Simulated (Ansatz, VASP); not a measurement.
# One calculation of C, two programs

```
C
1.0
     2.46498    0.00000    0.00000
    -1.23249    2.13474    0.00000
     0.00000    0.00000    6.46890
C
4
Direct
  0.00000 0.00000 0.00250
  0.00000 0.00000 0.50250
  0.33333 0.66667 0.00250
  0.66667 0.33333 0.50250
```

Change from the starting cell: strain +0.000 along x and y, -0.040 along z, atoms carried along.

Alike in both runs: task single point; functional PBE; dispersion D3(BJ); k mesh 24 × 24 × 8; occupations gaussian, width 0.15 eV; no spin polarisation.

|  | VASP | Ansatz |
| --- | --- | --- |
| version | VASP 6.6.1 | Ansatz 0.2.0 |
| potentials or method | VASP PAW PBE potentials, release 64 (C), cutoff 520 eV | scalar-relativistic, plane waves, PAW |
| valence electrons in the cell | 16 | 16 |

|  | VASP | Ansatz | Ansatz less VASP |
| --- | --- | --- | --- |
| gap on the k mesh at the Fermi level (eV) | none | none | - |
| pressure (GPa) | 1.0 | 0.5 | -0.47 |
| traceless stress, the component that is largest in VASP (GPa) | 0.72 | 1.26 | +0.541 |

A gap of «none» marks a metal or a gap that the smearing closes.
